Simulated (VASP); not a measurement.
## K: single point with PBE+D3(BJ)

K:

```
K
1.0
     0.00000    2.07048    2.07048
     2.07048    0.00000    2.07048
     2.07048    2.07048    0.00000
K
1
Direct
  0.00000 0.00000 0.00000
```

```yaml
Program: VASP 6.6.1
Task: single point
Functional: PBE
Dispersion: D3(BJ)
Potentials_or_basis: VASP PAW PBE potentials, release 64 (K_sv)
Cutoff: 520 eV
k_mesh: 16 × 16 × 16
Occupations: gaussian, width 0.1 eV
Spin: no spin polarisation
```

The pressure is 40.7 GPa and the dispersion energy per atom is -0.475 eV.

Levels at points of the mesh, in eV from the Fermi level:
| k point | band 3 | band 4 | band 5 | band 6 | band 7 | band 8 |
| --- | --- | --- | --- | --- | --- | --- |
| (0.00, 0.00, 0.00) | -15.32 | -15.32 | -2.68 | 4.26 | 4.26 | 4.26 |
| (0.50, 0.00, 0.00) | -15.70 | -15.70 | -0.54 | 3.77 | 3.77 | 4.89 |
| (0.50, 0.50, 0.00) | -16.46 | -16.46 | -1.92 | -0.31 | 7.99 | 10.31 |

It took 9.8 s on 1 thread of Intel(R) Xeon(R) Platinum 8488C (Sapphire Rapids) (shared host), peak memory 0.16 GiB.

Caveat: pairwise dispersion overbinds metals, which lowers pressure and volume.
